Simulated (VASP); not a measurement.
# PbS (P6_3/mmc) in VASP: notebook

Aim: see how the results for PbS move with the level of theory and the settings. Levels: PBEsol, LDA. Tasks: relaxation of cell and atoms.

All numbers are computed with VASP 6.6.1; they aren't measurements. Logs are shortened: lines on timing, memory, paths and dates and some standing lists are left out, and cuts for length are marked.

## Step 1: The cell of the first run

Symmetry: P6_3/mmc, No. 194, hexagonal system. Conventional cell: a = 5.026 Å, b = 5.026 Å, c = 6.038 Å, α = 90.00°, β = 90.00°, γ = 120.00°. Within 3.8 Å of Pb (site symmetry -6m2) lie 5 S at 2.90 to 3.02 Å. S (site symmetry -6m2) has 5 Pb at 2.90 to 3.02 Å within 3.8 Å.

## Step 2: Relaxation of cell and atoms, PBEsol

Contents of INCAR:

```
PREC = Accurate
ENCUT = 500
EDIFF = 1E-7
ISMEAR = -1
SIGMA = 0.02
LREAL = False
LASPH = True
NELM = 120
ALGO = Normal
ISIF = 3
LWAVE = False
LCHARG = False
GGA = PS
IBRION = 2
NSW = 80
EDIFFG = -0.005
GGA_COMPAT = False
NELMIN = 4
```

Contents of KPOINTS:

```
Automatic mesh
0
Gamma
  6 6 4
```

Contents of POSCAR:

```
PbS
1.0
    5.0259160400      0.0000000000      0.0000000000
   -2.5129580200      4.3525709679      0.0000000000
    0.0000000000      0.0000000000      6.0381152272
Pb S
2 2
Direct
    0.3333333333      0.6666666667      0.2500000000
    0.6666666667      0.3333333333      0.7500000000
    0.6666666667      0.3333333333      0.2500000000
    0.3333333333      0.6666666667      0.7500000000
```

Potentials or basis: VASP PAW PBE potentials, release 64 (Pb_d, S).

On the command line:

```console
$ cat potpaw_PBE.64/Pb_d/POTCAR potpaw_PBE.64/S/POTCAR > POTCAR
$ mpirun -np 1 vasp_std > vasp.out
```

OUTCAR:

```text
PREC = Accurate
   ENCUT = 500
   EDIFF = 1E-7
   ISMEAR = -1
   LREAL = False
   LASPH = True
   NELM = 120
   ISIF = 3
   GGA = PS
   IBRION = 2
   NSW = 80
   EDIFFG = -0.005
   NELMIN = 4

 ion  position               nearest neighbor table
   1  0.333  0.667  0.250-   3 2.90   3 2.90   3 2.90   4 3.02   4 3.02
   2  0.667  0.333  0.750-   4 2.90   4 2.90   4 2.90   3 3.02   3 3.02
   3  0.667  0.333  0.250-   1 2.90   1 2.90   1 2.90   2 3.02   2 3.02
   4  0.333  0.667  0.750-   2 2.90   2 2.90   2 2.90   1 3.02   1 3.02

  LATTYP: Found a hexagonal cell.
 ALAT       =     5.0259160400
 C/A-ratio  =     1.2013959603

  Lattice vectors:

 A1 = (   5.0259160400,   0.0000000000,   0.0000000000)
 A2 = (  -2.5129580200,   4.3525709679,   0.0000000000)
 A3 = (   0.0000000000,   0.0000000000,   6.0381152272)

Analysis of symmetry for initial positions (statically):
=====================================================================
 Subroutine PRICEL returns:
 Original cell was already a primitive cell.

 Routine SETGRP: Setting up the symmetry group for a
 hexagonal supercell.

 Subroutine GETGRP returns: Found 24 space group operations
 (whereof 12 operations were pure point group operations)
 out of a pool of 24 trial point group operations.

The static configuration has the point symmetry D_3d.
 The point group associated with its full space group is D_6h.

Analysis of symmetry for dynamics (positions and initial velocities):
=====================================================================
 Subroutine PRICEL returns:
 Original cell was already a primitive cell.

 Routine SETGRP: Setting up the symmetry group for a
 hexagonal supercell.

 Subroutine GETGRP returns: Found 24 space group operations
 (whereof 12 operations were pure point group operations)
 out of a pool of 24 trial point group operations.

The dynamic configuration has the point symmetry D_3d.
 The point group associated with its full space group is D_6h.

 Subroutine INISYM returns: Found 24 space group operations
 (whereof 12 operations are pure point group operations),
 and found     1 'primitive' translations

----------------------------------------------------------------------------------------

                                     Primitive cell

  volume of cell :     132.0877

  direct lattice vectors                    reciprocal lattice vectors
     5.025916040  0.000000000  0.000000000     0.198968704  0.114874635  0.000000000
    -2.512958020  4.352570968  0.000000000     0.000000000  0.229749269  0.000000000
     0.000000000  0.000000000  6.038115227     0.000000000  0.000000000  0.165614594

  length of vectors
     5.025916040  5.025916040  6.038115227     0.229749269  0.229749269  0.165614594

  position of ions in fractional coordinates (direct lattice)
     0.333333333  0.666666667  0.250000000
     0.666666667  0.333333333  0.750000000
     0.666666667  0.333333333  0.250000000
     0.333333333  0.666666667  0.750000000

  ion indices of the primitive-cell ions
   primitive index   ion index
                 1           1
                 2           2
                 3           3
                 4           4

----------------------------------------------------------------------------------------

 KPOINTS: Automatic mesh

Automatic generation of k-mesh.
 Grid dimensions read from file:
 generate k-points for:    6    6    4

 Generating k-lattice:

  Cartesian coordinates                     Fractional coordinates (reciprocal lattice)
     0.033161451  0.019145772  0.000000000     0.166666667  0.000000000  0.000000000
     0.000000000  0.038291545  0.000000000     0.000000000  0.166666667  0.000000000
     0.000000000  0.000000000  0.041403648     0.000000000  0.000000000  0.250000000

  Length of vectors
     0.038291545  0.038291545  0.041403648

  Shift w.r.t. Gamma in fractional coordinates (k-lattice)
     0.000000000  0.000000000  0.000000000

 Subroutine IBZKPT returns following result:
 ===========================================

 Found     21 irreducible k-points:

 Following reciprocal coordinates:
            Coordinates               Weight
  0.000000  0.000000  0.000000      1.000000
  0.166667  0.000000  0.000000      6.000000
  0.333333  0.000000  0.000000      6.000000
  0.500000  0.000000  0.000000      3.000000
  0.166667  0.166667  0.000000      6.000000
  0.333333  0.166667  0.000000     12.000000
[... 13 lines left out ...]
  0.333333  0.166667  0.500000     12.000000
  0.333333  0.333333  0.500000      2.000000
   k-points           NKPTS =     21   k-points in BZ     NKDIM =     21   number of bands    NBANDS=     24
   number of dos      NEDOS =    301   number of ions     NIONS =      4
   total plane-waves  NPLWV =  76800
   dimension x,y,z NGX =    40 NGY =   40 NGZ =   48
   dimension x,y,z NGXF=    80 NGYF=   80 NGZF=   96
   ions per type =               2   2
   NGX,Y,Z   is equivalent  to a cutoff of  13.23, 13.23, 13.22 a.u.
   NGXF,Y,Z  is equivalent  to a cutoff of  26.46, 26.46, 26.43 a.u.
 SYSTEM =  unknown system
   PREC   = accura    normal or accurate (medium, high low for compatibility)
   ISTART =      0    job   : 0-new  1-cont  2-samecut
   ICHARG =      2    charge: 1-file 2-atom 10-const
   ISPIN  =      1    spin polarized calculation?
   LNONCOLLINEAR =      F non collinear calculations
   LSORBIT =      F    spin-orbit coupling
   LASPH  =      T    aspherical Exc in radial PAW
   ENCUT  =  500.0 eV  36.75 Ry    6.06 a.u.   9.16  9.16 11.01*2*pi/ulx,y,z
   NELM   =    120;   NELMIN=  4; NELMDL= -5     # of ELM steps
   EDIFF  = 0.1E-06   stopping-criterion for ELM
   LREAL  =      F    real-space projection
   EDIFFG = -.5E-02   stopping-criterion for IOM
   NSW    =     80    number of steps for IOM
   IBRION =      2    ionic relax: 0-MD 1-quasi-New 2-CG
   NFREE  =      1    steps in history (QN), initial steepest desc. (CG)
   ISIF   =      3    stress and relaxation
   ISYM   =      2    0-nonsym 1-usesym 2-fastsym
   POTIM  = 0.5000    time-step for ionic-motion
   TEBEG  =    0.0;   TEEND  =   0.0 temperature during run
   PSTRESS=    0.0 pullay stress
   NELECT =      40.0000    total number of electrons
   NUPDOWN=      -1.0000    fix difference up-down
   EMIN   =  10.00;   EMAX   =-10.00  energy-range for DOS
   EFERMI =   0.00;   METHOD = LEGACY
   ISMEAR =    -1;   SIGMA  =   0.02  broadening in eV -4-tet -1-fermi 0-gaus
   EFERMI_NEDOS =   21; number of points for ismear=-14 and -15
   IALGO  =     38    algorithm
   IMIX   =      4    mixing-type and parameters
     AMIX     =   0.40;   BMIX     =  1.00
     AMIX_MAG =   1.60;   BMIX_MAG =  1.00
  volume/ion in A,a.u.               =      33.02       222.84
  Fermi-wavevector in a.u.,A,eV,Ry     =   1.099362  2.077493 16.443954  1.208596
  Thomas-Fermi vector in A             =   2.235755
   LORBIT       =      0    0 simple, 1 ext, 2 COOP (PROOUT), +10 PAW based schemes
   GGA     = PS    functional components
   LHFCALC =     F    Hartree Fock is set to
   AEXX    =    0.0000 exact exchange contribution
   IVDW    =     0    specifies the selected vdW correction
   LEPSILON=     F    determine dielectric tensor
   LRPA    =     F    only Hartree local field effects (RPA)
 conjugate gradient relaxation of ions
 non-spin polarized calculation
  energy-cutoff  :      500.00
  volume of cell :      132.09
 maximum number of plane-waves:      3384
 NGX is ok and might be reduce to    40
   NGX = 19   NGY = 19   NGZ = 23

--------------------------------------- Ionic step        1  -------------------------------------------

 number of electron      39.9999998 magnetization

 Free energy of the ion-electron system (eV)
  ---------------------------------------------------
  ext. energy  EPLUGINS =         0.00000000
  ---------------------------------------------------
  free energy    TOTEN  =       -18.38713739 eV

  energy without entropy =      -18.38713739  energy(sigma->0) =      -18.38713739

------------------------ aborting loop because EDIFF is reached ----------------------------------------

  FORCE on cell =-STRESS in cart. coord.  units (eV):
  Direction    XX          YY          ZZ          XY          YZ          ZX
  --------------------------------------------------------------------------------------
  -------------------------------------------------------------------------------------
  Total       -1.6454188     -1.6454188     -1.9067666      0.0000000      0.0000000      0.0000000
  in kB      -19.9583463    -19.9583463    -23.1284022      0.0000000      0.0000000      0.0000000
  external PRESSURE =     -21.0150316 kB  Pullay stress =       0.0000000 kB

 VOLUME and BASIS-vectors are now :
 -----------------------------------------------------------------------------
  energy-cutoff  :      500.00
  volume of cell :      132.09
      direct lattice vectors                 reciprocal lattice vectors
     5.025916040  0.000000000  0.000000000     0.198968704  0.114874635  0.000000000
    -2.512958020  4.352570968  0.000000000     0.000000000  0.229749269  0.000000000
     0.000000000  0.000000000  6.038115227     0.000000000  0.000000000  0.165614594
[... 191 lines left out ...]
 POSITION                                       TOTAL-FORCE (eV/Angst)
 -----------------------------------------------------------------------------------
     -0.00000      2.85532      1.48340        -0.000000      0.000000      0.000000
      2.47278      1.42766      4.45020         0.000000      0.000000      0.000000
      2.47278      1.42766      1.48340        -0.000000     -0.000000      0.000000
     -0.00000      2.85532      4.45020         0.000000      0.000000      0.000000
 -----------------------------------------------------------------------------------
    total drift:                                0.000000     -0.000000      0.000000

  FREE ENERGIE OF THE ION-ELECTRON SYSTEM (eV)
  ---------------------------------------------------
  free  energy   TOTEN  =       -18.4319744219 eV

  energy  without entropy=      -18.4319744219  energy(sigma->0) =      -18.43197442

--------------------------------------- Ionic step        7  -------------------------------------------

 number of electron      40.0000000 magnetization

 Free energy of the ion-electron system (eV)
  ---------------------------------------------------
  ext. energy  EPLUGINS =         0.00000000
  ---------------------------------------------------
  free energy    TOTEN  =       -18.43198919 eV

  energy without entropy =      -18.43198919  energy(sigma->0) =      -18.43198919

 E-fermi :   4.3707     XC(G=0):  -8.7439

 val. band max:        3.9565903703   @ k =   0.3333   0.3333   0.5000
 cond. band min:       5.2412790997   @ k =   0.3333   0.3333   0.5000
 fundamental gap:      1.2846887294
 Fermi energy:         4.3706610969

 k-point     1 :       0.0000    0.0000    0.0000
  band No.  band energies     occupation
      1     -12.8167      2.00000
      2     -12.7010      2.00000
      3     -12.7010      2.00000
      4     -12.7003      2.00000
      5     -12.7003      2.00000
      6     -12.6956      2.00000
[... 16 lines left out ...]
     23       7.2684      0.00000
     24       7.2684      0.00000
[... 560 lines left out ...]
 POSITION                                       TOTAL-FORCE (eV/Angst)
 -----------------------------------------------------------------------------------
     -0.00000      2.85433      1.48273         0.000000      0.000000      0.000000
      2.47192      1.42716      4.44819        -0.000000     -0.000000      0.000000
      2.47192      1.42716      1.48273        -0.000000      0.000000      0.000000
     -0.00000      2.85433      4.44819         0.000000     -0.000000      0.000000
 -----------------------------------------------------------------------------------
    total drift:                                0.000000     -0.000000      0.000000

  FREE ENERGIE OF THE ION-ELECTRON SYSTEM (eV)
  ---------------------------------------------------
  free  energy   TOTEN  =       -18.4319891883 eV

  energy  without entropy=      -18.4319891883  energy(sigma->0) =      -18.43198919

 reached required accuracy - stopping structural energy minimisation
```

Run time: 5.7 min. Hardware: 1 thread of Intel Xeon Platinum 8488C (Sapphire Rapids), shared host; peak memory 0.29 GiB.

Results:

```
Free energy                           : -18.4320 eV
Relaxed volume                        : 31.38 Å³/atom
Relaxed cell                          : a = 4.944 Å, b = 4.944 Å, c = 5.931 Å, α = 90.00°, β = 90.00°, γ = 120.00°
Space group after relaxing (to 0.1 Å) : P6_3/mmc (No. 194)
Energy gained by relaxing             : 11.2 meV/atom
Ionic steps                           : 7
Pressure after relaxing               : 0.0 GPa
Band gap on the k mesh                : 1.28 eV
```

The path:
```tsv
step	energy change (eV)	largest force (eV/Å)	pressure (GPa)	volume (Å³)
1	0.0000	0.0000	-2.10	132.09
2	-0.0417	0.0000	0.61	123.98
3	-0.0448	0.0000	0.00	125.58
4	-0.0448	0.0000	-0.05	125.71
5	-0.0448	0.0000	-0.04	125.69
6	-0.0448	0.0000	-0.04	125.68
7	-0.0449	0.0000	0.01	125.54
```

Final structure:
```yaml
crystal:
  lattice:
    - [4.94384, 0.00000, 0.00000]
    - [-2.47192, 4.28149, 0.00000]
    - [0.00000, 0.00000, 5.93092]
  atoms:
    - { symbol: Pb, position: [0.33333, 0.66667, 0.25000] }
    - { symbol: Pb, position: [0.66667, 0.33333, 0.75000] }
    - { symbol: S, position: [0.66667, 0.33333, 0.25000] }
    - { symbol: S, position: [0.33333, 0.66667, 0.75000] }
```

Caveat: the PAW data sets were made with another functional, which shifts forces and pressure a little; spin-orbit coupling is left out, which moves the levels of the heavy elements. A k mesh can miss the band edges.

## Step 3: Relaxation of cell and atoms, LDA

Contents of INCAR:

```
SYSTEM = PbS
PREC = Accurate
ENCUT = 500
EDIFF = 1E-7
ISMEAR = -1
SIGMA = 0.02
LREAL = .FALSE.
LASPH = .TRUE.
NELM = 120
ALGO = Normal
ISIF = 3
LWAVE = .FALSE.
LCHARG = .FALSE.
GGA = CA
IBRION = 2
NSW = 80
EDIFFG = -0.005
GGA_COMPAT = .FALSE.
NELMIN = 4
```

Contents of KPOINTS:

```
regular mesh
0
G
  6 6 4
  0 0 0
```

POSCAR is that of step 2.

Potentials or basis: VASP PAW LDA potentials, release 64 (Pb_d, S).

On the command line:

```console
$ cat potpaw_LDA.64/Pb_d/POTCAR potpaw_LDA.64/S/POTCAR > POTCAR
$ mpirun -np 1 vasp_std > vasp.out
```

Run time: 4.1 min. Hardware: 1 thread of Intel Xeon Platinum 8488C (Sapphire Rapids), shared host; peak memory 0.25 GiB.

It converged, with:

```
Free energy                           : -19.4253 eV
Relaxed volume                        : 30.49 Å³/atom
Relaxed cell                          : a = 4.895 Å, b = 4.895 Å, c = 5.877 Å, α = 90.00°, β = 90.00°, γ = 120.00°
Space group after relaxing (to 0.1 Å) : P6_3/mmc (No. 194)
Energy gained by relaxing             : 28.3 meV/atom
Ionic steps                           : 7
Pressure after relaxing               : 0.0 GPa
Band gap on the k mesh                : 1.17 eV
```

Step by step:
| step | energy change (eV) | largest force (eV/Å) | pressure (GPa) | volume (Å³) |
| --- | --- | --- | --- | --- |
| 1 | 0.0000 | 0.0000 | -3.35 | 132.09 |
| 2 | -0.1030 | 0.0000 | 1.18 | 119.33 |
| 3 | -0.1129 | 0.0000 | 0.00 | 122.03 |
| 4 | -0.1129 | 0.0000 | -0.07 | 122.22 |
| 5 | -0.1130 | 0.0000 | -0.08 | 122.19 |
| 6 | -0.1130 | 0.0000 | -0.07 | 122.19 |
| 7 | -0.1130 | 0.0000 | 0.02 | 121.95 |

Final structure:
```
Pb S
1.0
     4.89478    0.00000    0.00000
    -2.44739    4.23901    0.00000
     0.00000    0.00000    5.87736
Pb S
2 2
Direct
  0.33333 0.66667 0.25000
  0.66667 0.33333 0.75000
  0.66667 0.33333 0.25000
  0.33333 0.66667 0.75000
```

Levels at points of the mesh, in eV from the valence-band top:
```
           k point  band 16  band 17  band 18  band 19  band 20  band 21  band 22  band 23  band 24
(0.00, 0.00, 0.00)    -3.42    -3.42    -2.20    -2.15    -2.15     1.72     1.72     3.23     3.23
(0.50, 0.00, 0.00)    -4.15    -3.26    -2.58    -2.41    -0.85     2.88     2.96     3.92     4.39
(0.00, 0.00, 0.50)    -2.79    -2.79    -2.79    -1.50    -1.50     2.05     2.05     2.05     2.05
(0.50, 0.00, 0.50)    -3.43    -2.19    -2.19    -0.75    -0.75     1.38     1.38     2.96     2.96
```

Caveat: spin-orbit coupling is left out, which moves the levels of the heavy elements.
